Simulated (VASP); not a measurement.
Crystal: EuS.

```
Eu S
1.0
     0.00000    2.97850    2.97850
     2.97850    0.00000    2.97850
     2.97850    2.97850    0.00000
Eu S
1 1
Direct
  0.00000 0.00000 0.00000
  0.50000 0.50000 0.50000
```

```yaml
Program: VASP 6.6.1
Task: relaxation of cell and atoms
Functional: LDA
Potentials_or_basis: VASP PAW PBE potentials, release 64 (Eu, S)
Cutoff: 600 eV
k_mesh: 8 × 8 × 8
Occupations: fermi-dirac, width 0.05 eV
Spin: collinear spin, ferromagnetic start
Starting_moments: "[7.0, 0.0] μB"
Hubbard_terms: Eu f U = 5.0 eV
```

At the start: pressure -4.2 GPa; volume 26.42 Å³/atom.

Question: How do energy, volume and symmetry change on relaxing?

Answer: Over 3 steps the energy falls by 30.8 meV/atom and the volume is 24.23 Å³/atom (-8.3 %); space group Fm-3m (No. 225, to 0.1 Å) before and after; moment 7.00 μB per cell.

The path:
```tsv
step	energy change (eV)	largest force (eV/Å)	pressure (GPa)	volume (Å³)
1	0.0000	0.0000	-4.20	52.85
2	-0.0595	0.0000	0.91	47.73
3	-0.0616	0.0000	0.02	48.46
```

Final structure:
```cif
data_structure
_symmetry_space_group_name_H-M 'P 1'
_symmetry_Int_Tables_number 1
_cell_length_a 4.0922
_cell_length_b 4.0922
_cell_length_c 4.0922
_cell_angle_alpha 60.000
_cell_angle_beta 60.000
_cell_angle_gamma 60.000
_cell_volume 48.46
loop_
_atom_site_label
_atom_site_type_symbol
_atom_site_fract_x
_atom_site_fract_y
_atom_site_fract_z
_atom_site_occupancy
Eu1 Eu 0.00000 0.00000 0.00000 1
S1 S 0.50000 0.50000 0.50000 1
```

Caveat: the PAW data sets were made with another functional, which shifts forces and pressure a little; a cell with one magnetic atom can't hold antiferromagnetic order, which such compounds often take.
